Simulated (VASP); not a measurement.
# GaN (pbe) (Fm-3m) in VASP: further runs

The runs below take GaN (pbe) through single point, relaxation of cell and atoms, with PBE.

Program: VASP 6.6.1. These are calculated values, not measurements. Logs are shortened: lines on timing, memory, paths and dates and some standing lists are left out, and cuts for length are marked.

**1. The cell of the first run**

The structure is cubic, space group Fm-3m (No. 225). Conventional cell: a = 4.268 Å, b = 4.268 Å, c = 4.268 Å, α = 90.00°, β = 90.00°, γ = 90.00°. Ga (site symmetry m-3m) has 6 N at 2.13 Å within 2.8 Å. Within 2.8 Å of N (site symmetry m-3m) lie 6 Ga at 2.13 Å.

**2. Single point, PBE**

The input, INCAR:

```
  ALGO = Normal
  EDIFF = 1E-6
  ENCUT = 600
  GGA = PE
  GGA_COMPAT = False
  ISIF = 2
  ISMEAR = 0
  LASPH = True
  LCHARG = False
  LREAL = False
  LWAVE = False
  NBANDS = 16
  NELM = 120
  PREC = Accurate
  SIGMA = 0.02
```

The input, KPOINTS:

```
k-points
0
Gamma
  14 14 14
```

The input, POSCAR:

```
GaN
1.0
    0.0000000000      2.1341311507      2.1341311507
    2.1341311507      0.0000000000      2.1341311507
    2.1341311507      2.1341311507      0.0000000000
Ga N
1 1
Direct
    0.0000000000      0.0000000000      0.0000000000
    0.5000000000      0.5000000000      0.5000000000
```

Potentials or basis: VASP PAW PBE potentials, release 64 (Ga_d, N).

Started as:

```bash
cat potpaw_PBE.64/Ga_d/POTCAR potpaw_PBE.64/N/POTCAR > POTCAR
mpirun -np 1 vasp_std > vasp.out
```

OUTCAR:

```text
EDIFF = 1E-6
   ENCUT = 600
   GGA = PE
   ISIF = 2
   ISMEAR = 0
   LASPH = True
   LREAL = False
   NELM = 120
   PREC = Accurate

 ion  position               nearest neighbor table
   1  0.000  0.000  0.000-   2 2.13   2 2.13   2 2.13   2 2.13   2 2.13   2 2.13
   2  0.500  0.500  0.500-   1 2.13   1 2.13   1 2.13   1 2.13   1 2.13   1 2.13

  LATTYP: Found a face centered cubic cell.
 ALAT       =     4.2682623014

  Lattice vectors:

 A1 = (   0.0000000000,   2.1341311507,   2.1341311507)
 A2 = (   2.1341311507,   0.0000000000,   2.1341311507)
 A3 = (   2.1341311507,   2.1341311507,   0.0000000000)

Analysis of symmetry for initial positions (statically):
=====================================================================
 Subroutine PRICEL returns:
 Original cell was already a primitive cell.

 Routine SETGRP: Setting up the symmetry group for a
 face centered cubic supercell.

 Subroutine GETGRP returns: Found 48 space group operations
 (whereof 48 operations were pure point group operations)
 out of a pool of 48 trial point group operations.

The static configuration has the point symmetry O_h .

Analysis of symmetry for dynamics (positions and initial velocities):
=====================================================================
 Subroutine PRICEL returns:
 Original cell was already a primitive cell.

 Routine SETGRP: Setting up the symmetry group for a
 face centered cubic supercell.

 Subroutine GETGRP returns: Found 48 space group operations
 (whereof 48 operations were pure point group operations)
 out of a pool of 48 trial point group operations.

The dynamic configuration has the point symmetry O_h .

 Subroutine INISYM returns: Found 48 space group operations
 (whereof 48 operations are pure point group operations),
 and found     1 'primitive' translations

----------------------------------------------------------------------------------------

                                     Primitive cell

  volume of cell :      19.4399

  direct lattice vectors                    reciprocal lattice vectors
     0.000000000  2.134131151  2.134131151    -0.234287382  0.234287382  0.234287382
     2.134131151  0.000000000  2.134131151     0.234287382 -0.234287382  0.234287382
     2.134131151  2.134131151  0.000000000     0.234287382  0.234287382 -0.234287382

  length of vectors
     3.018117217  3.018117217  3.018117217     0.405797649  0.405797649  0.405797649

  position of ions in fractional coordinates (direct lattice)
     0.000000000  0.000000000  0.000000000
     0.500000000  0.500000000  0.500000000

  ion indices of the primitive-cell ions
   primitive index   ion index
                 1           1
                 2           2

----------------------------------------------------------------------------------------

 KPOINTS: k-points

Automatic generation of k-mesh.
 Grid dimensions read from file:
 generate k-points for:   14   14   14

 Generating k-lattice:

  Cartesian coordinates                     Fractional coordinates (reciprocal lattice)
    -0.016734813  0.016734813  0.016734813     0.071428571  0.000000000  0.000000000
     0.016734813 -0.016734813  0.016734813     0.000000000  0.071428571  0.000000000
     0.016734813  0.016734813 -0.016734813     0.000000000  0.000000000  0.071428571

  Length of vectors
     0.028985546  0.028985546  0.028985546

  Shift w.r.t. Gamma in fractional coordinates (k-lattice)
     0.000000000  0.000000000  0.000000000

 Subroutine IBZKPT returns following result:
 ===========================================

 Found    104 irreducible k-points:

 Following reciprocal coordinates:
            Coordinates               Weight
  0.000000  0.000000  0.000000      1.000000
  0.071429  0.000000  0.000000      8.000000
  0.142857  0.000000  0.000000      8.000000
  0.214286  0.000000  0.000000      8.000000
  0.285714  0.000000  0.000000      8.000000
  0.357143  0.000000  0.000000      8.000000
[... 16 lines left out ...]
  0.214286  0.142857  0.000000     24.000000
  0.285714  0.142857  0.000000     24.000000
 [... further k-points ...]
   k-points           NKPTS =    104   k-points in BZ     NKDIM =    104   number of bands    NBANDS=     16
   number of dos      NEDOS =    301   number of ions     NIONS =      2
   total plane-waves  NPLWV =  13824
   dimension x,y,z NGX =    24 NGY =   24 NGZ =   24
   dimension x,y,z NGXF=    48 NGYF=   48 NGZF=   48
   ions per type =               1   1
   NGX,Y,Z   is equivalent  to a cutoff of  13.22, 13.22, 13.22 a.u.
   NGXF,Y,Z  is equivalent  to a cutoff of  26.44, 26.44, 26.44 a.u.
 SYSTEM =  unknown system
   PREC   = accura    normal or accurate (medium, high low for compatibility)
   ISTART =      0    job   : 0-new  1-cont  2-samecut
   ICHARG =      2    charge: 1-file 2-atom 10-const
   ISPIN  =      1    spin polarized calculation?
   LNONCOLLINEAR =      F non collinear calculations
   LSORBIT =      F    spin-orbit coupling
   LASPH  =      T    aspherical Exc in radial PAW
   ENCUT  =  600.0 eV  44.10 Ry    6.64 a.u.   6.03  6.03  6.03*2*pi/ulx,y,z
   NELM   =    120;   NELMIN=  2; NELMDL= -5     # of ELM steps
   EDIFF  = 0.1E-05   stopping-criterion for ELM
   LREAL  =      F    real-space projection
   EDIFFG = 0.1E-04   stopping-criterion for IOM
   NSW    =      0    number of steps for IOM
   IBRION =     -1    ionic relax: 0-MD 1-quasi-New 2-CG
   NFREE  =      0    steps in history (QN), initial steepest desc. (CG)
   ISIF   =      2    stress and relaxation
   ISYM   =      2    0-nonsym 1-usesym 2-fastsym
   POTIM  = 0.5000    time-step for ionic-motion
   TEBEG  =    0.0;   TEEND  =   0.0 temperature during run
   PSTRESS=    0.0 pullay stress
   NELECT =      18.0000    total number of electrons
   NUPDOWN=      -1.0000    fix difference up-down
   EMIN   =  10.00;   EMAX   =-10.00  energy-range for DOS
   EFERMI =   0.00;   METHOD = LEGACY
   ISMEAR =     0;   SIGMA  =   0.02  broadening in eV -4-tet -1-fermi 0-gaus
   EFERMI_NEDOS =   21; number of points for ismear=-14 and -15
   IALGO  =     38    algorithm
   IMIX   =      4    mixing-type and parameters
     AMIX     =   0.40;   BMIX     =  1.00
     AMIX_MAG =   1.60;   BMIX_MAG =  1.00
  volume/ion in A,a.u.               =       9.72        65.59
  Fermi-wavevector in a.u.,A,eV,Ry     =   1.595639  3.015320 34.641288  2.546063
  Thomas-Fermi vector in A             =   2.693526
   LORBIT       =      0    0 simple, 1 ext, 2 COOP (PROOUT), +10 PAW based schemes
   GGA     = PE    functional components
   LHFCALC =     F    Hartree Fock is set to
   AEXX    =    0.0000 exact exchange contribution
   IVDW    =     0    specifies the selected vdW correction
   LEPSILON=     F    determine dielectric tensor
   LRPA    =     F    only Hartree local field effects (RPA)
 non-spin polarized calculation
 Gauss-broadening in eV      SIGMA  =   0.02
  energy-cutoff  :      600.00
  volume of cell :       19.44
 maximum number of plane-waves:       662
   NGX = 13   NGY = 13   NGZ = 13

 number of electron      18.0000005 magnetization

 Free energy of the ion-electron system (eV)
  ---------------------------------------------------
  ext. energy  EPLUGINS =         0.00000000
  ---------------------------------------------------
  free energy    TOTEN  =       -11.20835913 eV

  energy without entropy =      -11.20835913  energy(sigma->0) =      -11.20835913

 E-fermi :   7.6237     XC(G=0): -12.9132

 val. band max:        7.5379244558   @ k =  -0.2143   0.1429   0.0000
 cond. band min:       7.9439192615   @ k =   0.5000   0.5000   0.0000
 fundamental gap:      0.4059948057
 Fermi energy:         7.6237145739

 k-point     1 :       0.0000    0.0000    0.0000
  band No.  band energies     occupation
      1      -9.4781      2.00000
      2      -6.4662      2.00000
      3      -6.4662      2.00000
      4      -6.4662      2.00000
      5      -6.3788      2.00000
      6      -6.3788      2.00000
[... 8 lines left out ...]
     15      22.9386      0.00000
     16      22.9386      0.00000

 k-point     2 :       0.0714    0.0000    0.0000
  band No.  band energies     occupation
      1      -9.3814      2.00000
      2      -6.4697      2.00000
      3      -6.4607      2.00000
      4      -6.4607      2.00000
      5      -6.3855      2.00000
      6      -6.3855      2.00000
[... 8 lines left out ...]
     15      23.0570      0.00000
     16      23.0570      0.00000

 k-point     3 :       0.1429    0.0000    0.0000
  band No.  band energies     occupation
      1      -9.0964      2.00000
      2      -6.4793      2.00000
      3      -6.4578      2.00000
      4      -6.4578      2.00000
      5      -6.3917      2.00000
      6      -6.3917      2.00000
[... 8 lines left out ...]
     15      23.5987      0.00000
     16      23.5987      0.00000

 k-point     4 :       0.2143    0.0000    0.0000
  band No.  band energies     occupation
      1      -8.6398      2.00000
      2      -6.4925      2.00000
      3      -6.4852      2.00000
      4      -6.4852      2.00000
      5      -6.3685      2.00000
      6      -6.3685      2.00000
[... 8 lines left out ...]
     15      24.5362      0.00000
     16      24.5362      0.00000
[... 324 lines left out ...]
 k-point    22 :       0.1429    0.1429    0.0000
  band No.  band energies     occupation
      1      -8.9927      2.00000
      2      -6.4973      2.00000
      3      -6.4414      2.00000
      4      -6.4263      2.00000
      5      -6.4263      2.00000
      6      -6.3596      2.00000
[... 8 lines left out ...]
     15      26.4556      0.00000
     16      26.4556      0.00000

 k-point    23 :       0.2143    0.1429    0.0000
  band No.  band energies     occupation
      1      -8.6930      2.00000
      2      -6.5109      2.00000
      3      -6.4585      2.00000
      4      -6.4182      2.00000
      5      -6.3847      2.00000
      6      -6.3438      2.00000
[... 8 lines left out ...]
     15      26.8428      0.00000
     16      27.2538      0.00000

 k-point    24 :       0.2857    0.1429    0.0000
  band No.  band energies     occupation
      1      -8.2749      2.00000
      2      -6.5242      2.00000
      3      -6.4673      2.00000
      4      -6.4391      2.00000
      5      -6.3111      2.00000
      6      -6.2996      2.00000
[... 8 lines left out ...]
     15      26.9116      0.00000
     16      27.9731      0.00000

 [... further k-points ...]
[... 5 lines left out ...]
  --------------------------------------------------------------------------------------
  -------------------------------------------------------------------------------------
  Total        0.0682207      0.0682207      0.0682207     -0.0000000      0.0000000     -0.0000000
  in kB        5.6225540      5.6225540      5.6225540     -0.0000000      0.0000000     -0.0000000
  external PRESSURE =       5.6225540 kB  Pullay stress =       0.0000000 kB

 VOLUME and BASIS-vectors are now :
 -----------------------------------------------------------------------------
  energy-cutoff  :      600.00
  volume of cell :       19.44
      direct lattice vectors                 reciprocal lattice vectors
     0.000000000  2.134131151  2.134131151    -0.234287382  0.234287382  0.234287382
     2.134131151  0.000000000  2.134131151     0.234287382 -0.234287382  0.234287382
     2.134131151  2.134131151  0.000000000     0.234287382  0.234287382 -0.234287382

 POSITION                                       TOTAL-FORCE (eV/Angst)
 -----------------------------------------------------------------------------------
      0.00000      0.00000      0.00000         0.000000      0.000000      0.000000
      2.13413      2.13413      2.13413        -0.000000     -0.000000     -0.000000
 -----------------------------------------------------------------------------------
    total drift:                                0.000000     -0.000000     -0.000000

  FREE ENERGIE OF THE ION-ELECTRON SYSTEM (eV)
  ---------------------------------------------------
  free  energy   TOTEN  =       -11.2083591288 eV

  energy  without entropy=      -11.2083591288  energy(sigma->0) =      -11.20835913
```

It took 27 s on 1 thread of Intel Xeon Platinum 8375C at 2.90GHz (Ice Lake), shared host; peak memory 0.17 GiB.

Results:

```yaml
Free_energy: -11.2084 eV
Pressure: 0.6 GPa
Band_gap_on_the_k_mesh: 0.41 eV, indirect (least direct gap 2.38 eV)
```

A k mesh can miss the band edges. As with any semilocal functional, this PBE gap is likely too small.

**3. Relaxation of cell and atoms, PBE**

The input, INCAR:

```
SYSTEM = GaN
ALGO = Normal
EDIFF = 1E-7
EDIFFG = -0.002
ENCUT = 600
GGA = PE
GGA_COMPAT = .FALSE.
IBRION = 2
ISIF = 3
ISMEAR = 0
LASPH = .TRUE.
LCHARG = .FALSE.
LREAL = .FALSE.
LWAVE = .FALSE.
NELM = 120
NELMIN = 4
NSW = 100
PREC = Accurate
SIGMA = 0.02
```

The input, KPOINTS:

```
k-points
0
G
  14 14 14
  0 0 0
```

The input, POSCAR:

```
GaN
1.0
    0.0000000000      2.1352350000      2.1352350000
    2.1352350000      0.0000000000      2.1352350000
    2.1352350000      2.1352350000      0.0000000000
Ga N
1 1
Direct
    0.0000000000      0.0000000000      0.0000000000
    0.5000000000      0.5000000000      0.5000000000
```

Potentials or basis: VASP PAW PBE potentials, release 64 (Ga_d, N).

Started as:

```bash
cat potpaw_PBE.64/Ga_d/POTCAR potpaw_PBE.64/N/POTCAR > POTCAR
mpirun -np 1 vasp_std > vasp.out
```

It took 48 s on 1 thread of Intel Xeon Platinum 8375C at 2.90GHz (Ice Lake), shared host; peak memory 0.16 GiB.

Results (log left out):

```
Free energy                            : -11.2085 eV
Relaxed volume                         : 9.75 Å³/atom
Relaxed cell                           : a = 3.021 Å, b = 3.021 Å, c = 3.021 Å, α = 60.00°, β = 60.00°, γ = 60.00°
Space group after relaxing (to 0.05 Å) : Fm-3m (No. 225)
Energy gained by relaxing              : 0.0 meV/atom
Ionic steps                            : 3
Pressure after relaxing                : 0.0 GPa
Band gap on the k mesh                 : 0.39 eV, indirect (least direct gap 2.35 eV)
```

Final structure:
```
Ga N
1.0
     0.00000    2.13609    2.13609
     2.13609    0.00000    2.13609
     2.13609    2.13609    0.00000
Ga N
1 1
Direct
  0.00000 0.00000 0.00000
  0.50000 0.50000 0.50000
```

Levels at points of the mesh, in eV from the valence-band top:
```csv
k point,band 7,band 8,band 9,band 10,band 11,band 12
"(0.00, 0.00, 0.00)",-0.48,-0.48,-0.48,1.87,14.53,14.53
"(0.50, 0.00, 0.00)",-8.09,-0.17,-0.17,4.56,8.91,8.91
"(0.50, 0.50, 0.00)",-6.88,-2.93,-2.93,0.39,7.79,11.60
```

A k mesh can miss the band edges.
